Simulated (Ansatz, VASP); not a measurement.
**One calculation of B, two programs**

File INCAR:

```
  ALGO = Normal
  EDIFF = 1E-6
  EDIFFG = -0.04
  ENCUT = 600
  GGA = PE
  IBRION = 2
  ISIF = 3
  ISMEAR = 0
  LASPH = True
  LCHARG = False
  LREAL = False
  LWAVE = False
  NELM = 100
  NSW = 90
  PREC = Accurate
  SIGMA = 0.1
```

KPOINTS

```
k-points
0
Gamma
  6 6 2
```

Contents of POSCAR:

```
B
1.0
    2.9577394661      0.0000000000      0.0000000000
    0.0000000000      3.2899112732      0.0000000000
    0.0000000000      0.0000000000      8.5874020246
B
12
Direct
    0.7485430926      0.6465978885      0.6916036390
    0.7514569074      0.1465978885      0.8083963610
    0.2485430926      0.8534021115      0.8083963610
    0.2514569074      0.3534021115      0.6916036390
    0.2514569074      0.3534021115      0.3083963610
    0.2485430926      0.8534021115      0.1916036390
    0.7514569074      0.1465978885      0.1916036390
    0.7485430926      0.6465978885      0.3083963610
    0.3389775259      0.7265391801      0.0000000000
    0.1610224741      0.2265391801      0.5000000000
    0.8389775259      0.7734608199      0.5000000000
    0.6610224741      0.2734608199      0.0000000000
```

Input for Ansatz:

```yaml
crystal:
  lattice:
    - [2.9577394661, 0.0, 0.0]
    - [0.0, 3.2899112732, 0.0]
    - [0.0, 0.0, 8.5874020246]
  atoms:
    - { symbol: B, position: [0.7485430926, 0.6465978885, 0.691603639] }
    - { symbol: B, position: [0.7514569074, 0.1465978885, 0.808396361] }
    - { symbol: B, position: [0.2485430926, 0.8534021115, 0.808396361] }
    - { symbol: B, position: [0.2514569074, 0.3534021115, 0.691603639] }
    - { symbol: B, position: [0.2514569074, 0.3534021115, 0.308396361] }
    - { symbol: B, position: [0.2485430926, 0.8534021115, 0.191603639] }
    - { symbol: B, position: [0.7514569074, 0.1465978885, 0.191603639] }
    - { symbol: B, position: [0.7485430926, 0.6465978885, 0.308396361] }
    - { symbol: B, position: [0.3389775259, 0.7265391801, 0.0] }
    - { symbol: B, position: [0.1610224741, 0.2265391801, 0.5] }
    - { symbol: B, position: [0.8389775259, 0.7734608199, 0.5] }
    - { symbol: B, position: [0.6610224741, 0.2734608199, 0.0] }
basis:
  ecutwfc: 420
kpoints:
  mp_grid: { grid: [6, 6, 2] }
hamiltonian:
  xc: pbe
scf:
  occupations: { method: gaussian, width: 0.1 }
  lower_state_search: "off"
output:
  forces: true
  stress: true
  eigenvalues: true
relax:
  adjacent_minimum: "off"
  f_tol: 0.04
  max_steps: 70
  cell: { stress_tol: 0.4 }
```

Alike in both runs: task relaxation of cell and atoms; functional PBE; k mesh 6 × 6 × 2; occupations gaussian, width 0.1 eV; no spin polarisation.

```csv
,VASP,Ansatz
version,VASP 6.6.1,Ansatz 0.2.0
potentials or method,"VASP PAW PBE potentials, release 64 (B), cutoff 600 eV","scalar-relativistic, plane waves, PAW"
valence electrons in the cell,36,36
```

VASP gave:

| Property | Result |
| --- | --- |
| gap on the k mesh at the Fermi level, each at its own relaxed structure (eV) | none |
| relaxed volume (Å³/atom) | 6.93 |
| relaxed cell length with the largest relative difference (Å) | 3.289 |

Task: Which values does Ansatz return?

Result: gap on the k mesh at the Fermi level, each at its own relaxed structure (eV): none; relaxed volume (Å³/atom): 6.93; relaxed cell length with the largest relative difference (Å): 3.287.

A gap of «none» marks a metal or a gap that the smearing closes.

The k mesh is coarse, so the values compare programs but aren't converged.
